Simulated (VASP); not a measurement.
# Ta4C3 (Pm-3m) in VASP: a series of runs

Ta4C3 is run at these levels: r2SCAN; tasks: single point.

Program: VASP 6.6.1. These are calculated values, not measurements. Logs are shortened: lines on timing, memory, paths and dates and some standing lists are left out, and cuts for length are marked.

## (1) The cell of the first run

It takes space group Pm-3m (No. 221, cubic). Conventional cell: a = 4.425 Å, b = 4.425 Å, c = 4.425 Å, α = 90.00°, β = 90.00°, γ = 90.00°. Within 2.9 Å of Ta (site symmetry 4/mmm) lie 4 C at 2.21 Å. Within 2.9 Å of Ta (site symmetry m-3m) lie 6 C at 2.21 Å. Within 2.9 Å of C (site symmetry 4/mmm) lie 6 Ta at 2.21 Å.

## (2) Single point, r2SCAN

Contents of POSCAR:

```
Ta4C3
1.0
    4.4247933884      0.0000000000      0.0000000000
    0.0000000000      4.4247933884      0.0000000000
    0.0000000000      0.0000000000      4.4247933884
Ta C
4 3
Direct
    0.0000000000      0.5000000000      0.5000000000
    0.5000000000      0.0000000000      0.5000000000
    0.5000000000      0.5000000000      0.0000000000
    0.0000000000      0.0000000000      0.0000000000
    0.5000000000      0.0000000000      0.0000000000
    0.0000000000      0.5000000000      0.0000000000
    0.0000000000      0.0000000000      0.5000000000
```

Contents of INCAR.step1:

```
SYSTEM = Ta4C3
PREC = Accurate ; ENCUT = 520
ISMEAR = 0 ; SIGMA = 0.1
LREAL = .False. ; LASPH = .True.
NELM = 80 ; NBANDS = 37
GGA = PE ; ALGO = Normal
EDIFF = 1E-4 ; LWAVE = .True.
LCHARG = .False.
```

Contents of INCAR.step2:

```
SYSTEM = Ta4C3
PREC = Accurate ; ENCUT = 520
EDIFF = 1E-6 ; ISMEAR = 0
SIGMA = 0.1 ; LREAL = .False.
LASPH = .True. ; NELM = 80
ALGO = Normal ; ISIF = 2
LWAVE = .False. ; LCHARG = .False.
METAGGA = R2SCAN ; LMIXTAU = .True.
NBANDS = 37 ; ISTART = 1
```

Contents of KPOINTS:

```
regular mesh
0
Gamma
  8 8 8
  0 0 0
```

Potentials or basis: VASP PAW PBE potentials, release 64 (Ta_pv, C).

Command:

```
$ cat potpaw_PBE.64/Ta_pv/POTCAR potpaw_PBE.64/C/POTCAR > POTCAR
$ cp INCAR.step1 INCAR
$ mpirun -np 1 vasp_std > vasp.out
$ cp INCAR.step2 INCAR
$ mpirun -np 1 vasp_std > vasp.out
```

OUTCAR:

```text
SYSTEM = Ta4C3
   PREC = Accurate
   ENCUT = 520
   EDIFF = 1E-6
   ISMEAR = 0
   LREAL = .False.
   LASPH = .True.
   NELM = 80
   ISIF = 2
   METAGGA = R2SCAN
   ISTART = 1

 ion  position               nearest neighbor table
   1  0.000  0.500  0.500-   6 2.21   7 2.21   6 2.21   7 2.21   3 3.13   3 3.13   4 3.13   4 3.13
                             2 3.13   4 3.13   2 3.13   4 3.13   2 3.13   3 3.13   3 3.13   2 3.13
   2  0.500  0.000  0.500-   5 2.21   7 2.21   5 2.21   7 2.21   3 3.13   3 3.13   4 3.13   4 3.13
                             1 3.13   3 3.13   3 3.13   1 3.13   4 3.13   1 3.13   4 3.13   1 3.13
   3  0.500  0.500  0.000-   5 2.21   6 2.21   5 2.21   6 2.21   2 3.13   1 3.13   2 3.13   2 3.13
                             4 3.13   4 3.13   2 3.13   1 3.13   4 3.13   1 3.13   1 3.13   4 3.13
   4  0.000  0.000  0.000-   5 2.21   6 2.21   7 2.21   7 2.21   6 2.21   5 2.21   1 3.13   2 3.13
                             1 3.13   1 3.13   3 3.13   2 3.13   1 3.13   2 3.13   3 3.13   3 3.13
   5  0.500  0.000  0.000-   2 2.21   3 2.21   4 2.21   2 2.21   3 2.21   4 2.21
   6  0.000  0.500  0.000-   1 2.21   3 2.21   4 2.21   1 2.21   4 2.21   3 2.21
   7  0.000  0.000  0.500-   1 2.21   2 2.21   4 2.21   4 2.21   1 2.21   2 2.21

  LATTYP: Found a simple cubic cell.
 ALAT       =     4.4247933884

  Lattice vectors:

 A1 = (   4.4247933884,   0.0000000000,   0.0000000000)
 A2 = (   0.0000000000,   4.4247933884,   0.0000000000)
 A3 = (   0.0000000000,   0.0000000000,   4.4247933884)

Analysis of symmetry for initial positions (statically):
=====================================================================
 Subroutine PRICEL returns:
 Original cell was already a primitive cell.

 Routine SETGRP: Setting up the symmetry group for a
 simple cubic supercell.

 Subroutine GETGRP returns: Found 48 space group operations
 (whereof 48 operations were pure point group operations)
 out of a pool of 48 trial point group operations.

The static configuration has the point symmetry O_h .

Analysis of symmetry for dynamics (positions and initial velocities):
=====================================================================
 Subroutine PRICEL returns:
 Original cell was already a primitive cell.

 Routine SETGRP: Setting up the symmetry group for a
 simple cubic supercell.

 Subroutine GETGRP returns: Found 48 space group operations
 (whereof 48 operations were pure point group operations)
 out of a pool of 48 trial point group operations.

The dynamic configuration has the point symmetry O_h .

 Subroutine INISYM returns: Found 48 space group operations
 (whereof 48 operations are pure point group operations),
 and found     1 'primitive' translations

----------------------------------------------------------------------------------------

                                     Primitive cell

  volume of cell :      86.6321

  direct lattice vectors                    reciprocal lattice vectors
     4.424793388  0.000000000  0.000000000     0.225999253  0.000000000  0.000000000
     0.000000000  4.424793388  0.000000000     0.000000000  0.225999253  0.000000000
     0.000000000  0.000000000  4.424793388     0.000000000  0.000000000  0.225999253

  length of vectors
     4.424793388  4.424793388  4.424793388     0.225999253  0.225999253  0.225999253

  position of ions in fractional coordinates (direct lattice)
     0.000000000  0.500000000  0.500000000
     0.500000000  0.000000000  0.500000000
     0.500000000  0.500000000  0.000000000
     0.000000000  0.000000000  0.000000000
     0.500000000  0.000000000  0.000000000
     0.000000000  0.500000000  0.000000000
     0.000000000  0.000000000  0.500000000

  ion indices of the primitive-cell ions
   primitive index   ion index
                 1           1
                 2           2
                 3           3
                 4           4
                 5           5
                 6           6
                 7           7

----------------------------------------------------------------------------------------

 KPOINTS: regular mesh

Automatic generation of k-mesh.
 Grid dimensions read from file:
 generate k-points for:    8    8    8

 Generating k-lattice:

  Cartesian coordinates                     Fractional coordinates (reciprocal lattice)
     0.028249907  0.000000000  0.000000000     0.125000000  0.000000000  0.000000000
     0.000000000  0.028249907  0.000000000     0.000000000  0.125000000  0.000000000
     0.000000000  0.000000000  0.028249907     0.000000000  0.000000000  0.125000000

  Length of vectors
     0.028249907  0.028249907  0.028249907

  Shift w.r.t. Gamma in fractional coordinates (k-lattice)
     0.000000000  0.000000000  0.000000000

 Subroutine IBZKPT returns following result:
 ===========================================

 Found     35 irreducible k-points:

 Following reciprocal coordinates:
            Coordinates               Weight
  0.000000  0.000000  0.000000      1.000000
  0.125000  0.000000  0.000000      6.000000
  0.250000  0.000000  0.000000      6.000000
  0.375000  0.000000  0.000000      6.000000
  0.500000  0.000000  0.000000      3.000000
  0.125000  0.125000  0.000000     12.000000
[... 16 lines left out ...]
  0.375000  0.375000  0.125000     24.000000
  0.500000  0.375000  0.125000     24.000000
 [... further k-points ...]
   k-points           NKPTS =     35   k-points in BZ     NKDIM =     35   number of bands    NBANDS=     37
   number of dos      NEDOS =    301   number of ions     NIONS =      7
   total plane-waves  NPLWV =  46656
   dimension x,y,z NGX =    36 NGY =   36 NGZ =   36
   dimension x,y,z NGXF=    72 NGYF=   72 NGZF=   72
   ions per type =               4   3
   NGX,Y,Z   is equivalent  to a cutoff of  13.53, 13.53, 13.53 a.u.
   NGXF,Y,Z  is equivalent  to a cutoff of  27.05, 27.05, 27.05 a.u.
 SYSTEM =  Ta4C3
   PREC   = accura    normal or accurate (medium, high low for compatibility)
   ISTART =      1    job   : 0-new  1-cont  2-samecut
   ICHARG =      0    charge: 1-file 2-atom 10-const
   ISPIN  =      1    spin polarized calculation?
   LNONCOLLINEAR =      F non collinear calculations
   LSORBIT =      F    spin-orbit coupling
   LASPH  =      T    aspherical Exc in radial PAW
   ENCUT  =  520.0 eV  38.22 Ry    6.18 a.u.   8.23  8.23  8.23*2*pi/ulx,y,z
   NELM   =     80;   NELMIN=  2; NELMDL=  0     # of ELM steps
   EDIFF  = 0.1E-05   stopping-criterion for ELM
   LREAL  =      F    real-space projection
   EDIFFG = 0.1E-04   stopping-criterion for IOM
   NSW    =      0    number of steps for IOM
   IBRION =     -1    ionic relax: 0-MD 1-quasi-New 2-CG
   NFREE  =      0    steps in history (QN), initial steepest desc. (CG)
   ISIF   =      2    stress and relaxation
   ISYM   =      2    0-nonsym 1-usesym 2-fastsym
   POTIM  = 0.5000    time-step for ionic-motion
   TEBEG  =    0.0;   TEEND  =   0.0 temperature during run
   PSTRESS=    0.0 pullay stress
   NELECT =      56.0000    total number of electrons
   NUPDOWN=      -1.0000    fix difference up-down
   EMIN   =  10.00;   EMAX   =-10.00  energy-range for DOS
   EFERMI =   0.00;   METHOD = LEGACY
   ISMEAR =     0;   SIGMA  =   0.10  broadening in eV -4-tet -1-fermi 0-gaus
   EFERMI_NEDOS =   21; number of points for ismear=-14 and -15
   IALGO  =     38    algorithm
   IMIX   =      4    mixing-type and parameters
     AMIX     =   0.40;   BMIX     =  1.00
     AMIX_MAG =   1.60;   BMIX_MAG =  1.00
  volume/ion in A,a.u.               =      12.38        83.52
  Fermi-wavevector in a.u.,A,eV,Ry     =   1.415504  2.674915 27.261344  2.003652
  Thomas-Fermi vector in A             =   2.536936
   LORBIT       =      0    0 simple, 1 ext, 2 COOP (PROOUT), +10 PAW based schemes
   METAGGA = R2SCAN    functional components
   LHFCALC =     F    Hartree Fock is set to
   AEXX    =    0.0000 exact exchange contribution
   IVDW    =     0    specifies the selected vdW correction
   LEPSILON=     F    determine dielectric tensor
   LRPA    =     F    only Hartree local field effects (RPA)
 non-spin polarized calculation
 Gauss-broadening in eV      SIGMA  =   0.10
  energy-cutoff  :      520.00
  volume of cell :       86.63
 maximum number of plane-waves:      2360
 NGX is ok and might be reduce to    36
   NGX = 17   NGY = 17   NGZ = 17

 number of electron      56.0000015 magnetization

 Free energy of the ion-electron system (eV)
  ---------------------------------------------------
  ext. energy  EPLUGINS =         0.00000000
  ---------------------------------------------------
  free energy    TOTEN  =      -227.77964676 eV

  energy without entropy =     -227.76304865  energy(sigma->0) =     -227.77134771

 E-fermi :   7.1559     XC(G=0): -13.9962

 val. band max:        7.1231875278   @ k =   0.5000   0.2500   0.1250
 cond. band min:       7.2055462159   @ k =   0.1250   0.1250   0.1250
 fundamental gap:      0.0823586881
 Fermi energy:         7.1558959894

 k-point     1 :       0.0000    0.0000    0.0000
  band No.  band energies     occupation
      1     -29.4761      2.00000
      2     -29.4761      2.00000
      3     -29.4761      2.00000
      4     -28.7817      2.00000
      5     -28.7817      2.00000
      6     -28.7817      2.00000
[... 29 lines left out ...]
     36      11.0451      0.00000
     37      12.0776      0.00000

 k-point     2 :       0.1250    0.0000    0.0000
  band No.  band energies     occupation
      1     -29.4688      2.00000
      2     -29.4688      2.00000
      3     -29.4654      2.00000
      4     -28.7813      2.00000
      5     -28.7801      2.00000
      6     -28.7801      2.00000
[... 29 lines left out ...]
     36      11.5011      0.00000
     37      11.9966      0.00000
[... 838 lines left out ...]
     36      11.3039      0.00000
     37      11.4177      0.00000

 k-point    24 :       0.5000    0.3750    0.1250
  band No.  band energies     occupation
      1     -29.4806      2.00000
      2     -29.4753      2.00000
      3     -29.4150      2.00000
      4     -28.9209      2.00000
      5     -28.7561      2.00000
      6     -28.7372      2.00000
[... 29 lines left out ...]
     36      10.9300      0.00000
     37      11.2555      0.00000

 [... further k-points ...]

------------------------ aborting loop because EDIFF is reached ----------------------------------------

  FORCE on cell =-STRESS in cart. coord.  units (eV):
  Direction    XX          YY          ZZ          XY          YZ          ZX
  --------------------------------------------------------------------------------------
  -------------------------------------------------------------------------------------
  Total        0.5777835      0.5777835      0.5777835      0.0000000     -0.0000000     -0.0000000
  in kB       10.6855456     10.6855456     10.6855456      0.0000000     -0.0000000     -0.0000000
  external PRESSURE =      10.6855456 kB  Pullay stress =       0.0000000 kB

 VOLUME and BASIS-vectors are now :
 -----------------------------------------------------------------------------
  energy-cutoff  :      520.00
  volume of cell :       86.63
      direct lattice vectors                 reciprocal lattice vectors
     4.424793388  0.000000000  0.000000000     0.225999253  0.000000000  0.000000000
     0.000000000  4.424793388  0.000000000     0.000000000  0.225999253  0.000000000
     0.000000000  0.000000000  4.424793388     0.000000000  0.000000000  0.225999253

 POSITION                                       TOTAL-FORCE (eV/Angst)
 -----------------------------------------------------------------------------------
      0.00000      2.21240      2.21240         0.000000      0.000000      0.000000
      2.21240      0.00000      2.21240         0.000000      0.000000      0.000000
      2.21240      2.21240      0.00000         0.000000      0.000000      0.000000
      0.00000      0.00000      0.00000         0.000000      0.000000      0.000000
      2.21240      0.00000      0.00000         0.000000      0.000000      0.000000
      0.00000      2.21240      0.00000         0.000000      0.000000      0.000000
      0.00000      0.00000      2.21240         0.000000      0.000000      0.000000
 -----------------------------------------------------------------------------------
    total drift:                                0.000000      0.000000      0.000000

  FREE ENERGIE OF THE ION-ELECTRON SYSTEM (eV)
  ---------------------------------------------------
  free  energy   TOTEN  =      -227.7796467587 eV

  energy  without entropy=     -227.7630486527  energy(sigma->0) =     -227.77134771
```

Wall time 10 min (1 thread of Intel Xeon Platinum 8259CL at 2.50GHz (Skylake/Cascade Lake), shared host); peak memory 0.26 GiB.

Results:

```
Free energy            : -227.7796 eV
Pressure               : 1.1 GPa
Band gap on the k mesh : zero (band 28 reaches 7.49 eV, above the bottom of band 29 at 6.54 eV)
```

Caveat: the PAW data sets were made with another functional, which shifts forces and pressure a little; spin-orbit coupling is left out, which moves the levels of the heavy elements.

(Continued in part 2 of 2.)
